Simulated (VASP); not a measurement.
BaS, 2 atoms in the cell. It takes space group Fm-3m (No. 225, cubic). Conventional cell: a = 6.424 Å, b = 6.424 Å, c = 6.424 Å, α = 90.00°, β = 90.00°, γ = 90.00°. Within 4.2 Å of Ba (site symmetry m-3m) lie 6 S at 3.21 Å. S (site symmetry m-3m) has 6 Ba at 3.21 Å within 4.2 Å. 

* Program: VASP 6.6.1
* Task: single point
* Functional: PBE
* Potentials or basis: VASP PAW PBE potentials, release 64 (Ba_sv, S)
* Cutoff: 520 eV
* k mesh: 4 × 4 × 4
* Occupations: gaussian, width 0.01 eV
* Spin: no spin polarisation
* Dipole correction: no
* Further INCAR settings: ALGO = Normal; EDIFF = 1e-06; NBANDS = 15

Potentials or basis: VASP PAW PBE potentials, release 64 (Ba_sv, S).

Run with:

```bash
$ cat potpaw_PBE.64/Ba_sv/POTCAR potpaw_PBE.64/S/POTCAR > POTCAR
$ mpirun -np 1 vasp_std > vasp.out
```

Hardware: 1 thread of Intel Xeon 8259CL, on a shared host.

Problem. Estimate the wall time of this run.

Solution. Wall time 26 s on 1 thread of Intel Xeon 8259CL, with other jobs on the host, peak memory 0.2 GiB. Counts: scf iterations 13, k points 8.
